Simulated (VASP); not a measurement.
# Y3Cl5 (Im-3m) in VASP: single point with PBE

Aim: the single point of Y3Cl5 with PBE.

Program: VASP 6.6.1. These are calculated values, not measurements. Logs are shortened: lines on timing, memory, paths and dates and some standing lists are left out, and cuts for length are marked.

## Step 1: The cell of the first run

It takes space group Im-3m (No. 229, cubic). Conventional cell: a = 7.462 Å, b = 7.462 Å, c = 7.462 Å, α = 90.00°, β = 90.00°, γ = 90.00°. Y (site symmetry 4/mmm) has 10 Cl at 3.23 to 3.73 Å and 4 Y at 3.73 Å within 4.3 Å. Within 4.3 Å of Cl (site symmetry m-3m) lie 8 Cl at 3.23 Å and 6 Y at 3.73 Å. Cl (site symmetry -3m) has 6 Y at 3.23 Å and 8 Cl at 3.23 to 3.73 Å within 4.3 Å.

## Step 2: Single point, PBE

The input, INCAR:

```
SYSTEM = Y3Cl5
PREC = Accurate
ENCUT = 520
EDIFF = 1E-6
ISMEAR = 0
SIGMA = 0.1
LREAL = .False.
LASPH = .True.
NELM = 60
ALGO = Normal
ISIF = 2
LWAVE = .False.
LCHARG = .False.
GGA = PE
NBANDS = 44
```

The input, KPOINTS:

```
regular mesh
0
Gamma
  4 4 4
  0 0 0
```

The input, POSCAR:

```
Y3Cl5
1.0
   -3.7308626100      3.7308626100      3.7308626100
    3.7308626100     -3.7308626100      3.7308626100
    3.7308626100      3.7308626100     -3.7308626100
Y Cl
3 5
Direct
    0.0000000000      0.5000000000      0.5000000000
    0.5000000000      0.5000000000      0.0000000000
    0.5000000000      0.0000000000      0.5000000000
    0.0000000000      0.0000000000      0.0000000000
    0.0000000000      0.0000000000      0.5000000000
    0.0000000000      0.5000000000      0.0000000000
    0.5000000000      0.0000000000      0.0000000000
    0.5000000000      0.5000000000      0.5000000000
```

Potentials or basis: VASP PAW PBE potentials, release 64 (Y_sv, Cl).

Command:

```console
cat potpaw_PBE.64/Y_sv/POTCAR potpaw_PBE.64/Cl/POTCAR > POTCAR
mpirun -np 1 vasp_std > vasp.out
```

OUTCAR:

```text
SYSTEM = Y3Cl5
   PREC = Accurate
   ENCUT = 520
   EDIFF = 1E-6
   ISMEAR = 0
   LREAL = .False.
   LASPH = .True.
   NELM = 60
   ISIF = 2
   GGA = PE

 ion  position               nearest neighbor table
   1  0.000  0.500  0.500-   5 3.23   6 3.23   7 3.23   8 3.23   6 3.23   5 3.23   8 3.23   7 3.23
                             2 3.73   2 3.73   3 3.73   3 3.73
   2  0.500  0.500  0.000-   5 3.23   6 3.23   7 3.23   8 3.23   8 3.23   7 3.23   6 3.23   5 3.23
                             3 3.73   1 3.73   1 3.73   3 3.73
   3  0.500  0.000  0.500-   5 3.23   6 3.23   7 3.23   8 3.23   7 3.23   8 3.23   5 3.23   6 3.23
                             2 3.73   1 3.73   1 3.73   2 3.73
   4  0.000  0.000  0.000-
   5  0.000  0.000  0.500-   1 3.23   2 3.23   3 3.23   1 3.23   3 3.23   2 3.23
   6  0.000  0.500  0.000-   1 3.23   2 3.23   3 3.23   1 3.23   2 3.23   3 3.23
   7  0.500  0.000  0.000-   1 3.23   2 3.23   3 3.23   3 3.23   2 3.23   1 3.23
   8  0.500  0.500  0.500-   1 3.23   2 3.23   3 3.23   2 3.23   3 3.23   1 3.23

  LATTYP: Found a body centered cubic cell.
 ALAT       =     7.4617252200

  Lattice vectors:

 A1 = (  -3.7308626100,   3.7308626100,   3.7308626100)
 A2 = (   3.7308626100,  -3.7308626100,   3.7308626100)
 A3 = (   3.7308626100,   3.7308626100,  -3.7308626100)

Analysis of symmetry for initial positions (statically):
=====================================================================
 Subroutine PRICEL returns:
 Original cell was already a primitive cell.

 Routine SETGRP: Setting up the symmetry group for a
 body centered cubic supercell.

 Subroutine GETGRP returns: Found 48 space group operations
 (whereof 48 operations were pure point group operations)
 out of a pool of 48 trial point group operations.

The static configuration has the point symmetry O_h .

Analysis of symmetry for dynamics (positions and initial velocities):
=====================================================================
 Subroutine PRICEL returns:
 Original cell was already a primitive cell.

 Routine SETGRP: Setting up the symmetry group for a
 body centered cubic supercell.

 Subroutine GETGRP returns: Found 48 space group operations
 (whereof 48 operations were pure point group operations)
 out of a pool of 48 trial point group operations.

The dynamic configuration has the point symmetry O_h .

 Subroutine INISYM returns: Found 48 space group operations
 (whereof 48 operations are pure point group operations),
 and found     1 'primitive' translations

[... 94 lines left out ...]
   NFREE  =      0    steps in history (QN), initial steepest desc. (CG)
   ISIF   =      2    stress and relaxation
   ISYM   =      2    0-nonsym 1-usesym 2-fastsym
   POTIM  = 0.5000    time-step for ionic-motion
   TEBEG  =    0.0;   TEEND  =   0.0 temperature during run
   PSTRESS=    0.0 pullay stress
   NELECT =      68.0000    total number of electrons
   NUPDOWN=      -1.0000    fix difference up-down
   EMIN   =  10.00;   EMAX   =-10.00  energy-range for DOS
   EFERMI =   0.00;   METHOD = LEGACY
   ISMEAR =     0;   SIGMA  =   0.10  broadening in eV -4-tet -1-fermi 0-gaus
   EFERMI_NEDOS =   21; number of points for ismear=-14 and -15
   IALGO  =     38    algorithm
   IMIX   =      4    mixing-type and parameters
     AMIX     =   0.40;   BMIX     =  1.00
     AMIX_MAG =   1.60;   BMIX_MAG =  1.00
  volume/ion in A,a.u.               =      25.97       175.22
  Fermi-wavevector in a.u.,A,eV,Ry     =   1.128276  2.132132 17.320297  1.273006
  Thomas-Fermi vector in A             =   2.264965
   LORBIT       =      0    0 simple, 1 ext, 2 COOP (PROOUT), +10 PAW based schemes
   GGA     = PE    functional components
   LHFCALC =     F    Hartree Fock is set to
   AEXX    =    0.0000 exact exchange contribution
   IVDW    =     0    specifies the selected vdW correction
   LEPSILON=     F    determine dielectric tensor
   LRPA    =     F    only Hartree local field effects (RPA)
 non-spin polarized calculation
 Gauss-broadening in eV      SIGMA  =   0.10
  energy-cutoff  :      520.00
  volume of cell :      207.72
 maximum number of plane-waves:      5606
   NGX = 25   NGY = 25   NGZ = 25

 number of electron      67.9999993 magnetization

 Free energy of the ion-electron system (eV)
  ---------------------------------------------------
  ext. energy  EPLUGINS =         0.00000000
  ---------------------------------------------------
  free energy    TOTEN  =       -38.21062828 eV

  energy without entropy =      -38.19438441  energy(sigma->0) =      -38.20250635

 E-fermi :   4.6304     XC(G=0):  -9.2385

 val. band max:        4.4708905842   @ k =   0.2500   0.2500   0.0000
 cond. band min:       4.6974515459   @ k =   0.2500   0.2500   0.0000
 fundamental gap:      0.2265609617
 Fermi energy:         4.6303913200

 k-point     1 :       0.0000    0.0000    0.0000
  band No.  band energies     occupation
      1     -40.0153      2.00000
      2     -39.9968      2.00000
      3     -39.9968      2.00000
      4     -20.0709      2.00000
      5     -20.0709      2.00000
      6     -20.0709      2.00000
[... 365 lines left out ...]
     43       6.9663      0.00000
     44       6.9842      0.00000

------------------------ aborting loop because EDIFF is reached ----------------------------------------

  FORCE on cell =-STRESS in cart. coord.  units (eV):
  Direction    XX          YY          ZZ          XY          YZ          ZX
  --------------------------------------------------------------------------------------
  -------------------------------------------------------------------------------------
  Total       -7.9930045     -7.9930045     -7.9930045      0.0000000      0.0000000      0.0000000
  in kB      -61.6499713    -61.6499713    -61.6499713      0.0000000      0.0000000      0.0000000
  external PRESSURE =     -61.6499713 kB  Pullay stress =       0.0000000 kB

 VOLUME and BASIS-vectors are now :
 -----------------------------------------------------------------------------
  energy-cutoff  :      520.00
  volume of cell :      207.72
      direct lattice vectors                 reciprocal lattice vectors
    -3.730862610  3.730862610  3.730862610     0.000000000  0.134017264  0.134017264
     3.730862610 -3.730862610  3.730862610     0.134017264  0.000000000  0.134017264
     3.730862610  3.730862610 -3.730862610     0.134017264  0.134017264  0.000000000

 POSITION                                       TOTAL-FORCE (eV/Angst)
 -----------------------------------------------------------------------------------
      3.73086      0.00000      0.00000        -0.000000      0.000000     -0.000000
      0.00000      0.00000      3.73086        -0.000000      0.000000      0.000000
      0.00000      3.73086      0.00000        -0.000000      0.000000     -0.000000
      0.00000      0.00000      0.00000         0.000000     -0.000000     -0.000000
      1.86543      1.86543     -1.86543         0.000000      0.000000      0.000000
      1.86543     -1.86543      1.86543         0.000000     -0.000000      0.000000
     -1.86543      1.86543      1.86543        -0.000000     -0.000000     -0.000000
      1.86543      1.86543      1.86543         0.000000     -0.000000      0.000000
 -----------------------------------------------------------------------------------
    total drift:                                0.000000      0.000000     -0.000000

  FREE ENERGIE OF THE ION-ELECTRON SYSTEM (eV)
  ---------------------------------------------------
  free  energy   TOTEN  =       -38.2106282844 eV

  energy  without entropy=      -38.1943844141  energy(sigma->0) =      -38.20250635
```

stdout:

```text
POSCAR found type information on POSCAR Y Cl
 POSCAR found :  2 types and       8 ions
 scaLAPACK will be used
 LDA part: xc-table for (Slater+PW92), standard interpolation
 POSCAR, INCAR and KPOINTS ok, starting setup
 FFT: planning ... GRIDC
 FFT: planning ... GRID_SOFT
 FFT: planning ... GRID
 WAVECAR not read
 entering main loop
```

It took 92 s on 1 thread of Intel Xeon Platinum 8259CL at 2.50GHz (Skylake/Cascade Lake), shared host; peak memory 0.34 GiB.

What came out:

| Quantity | Value |
| --- | --- |
| Free energy | -38.2106 eV |
| Pressure | -6.2 GPa |
| Band gap on the k mesh | zero (band 34 reaches 4.95 eV, above the bottom of band 35 at 3.15 eV) |
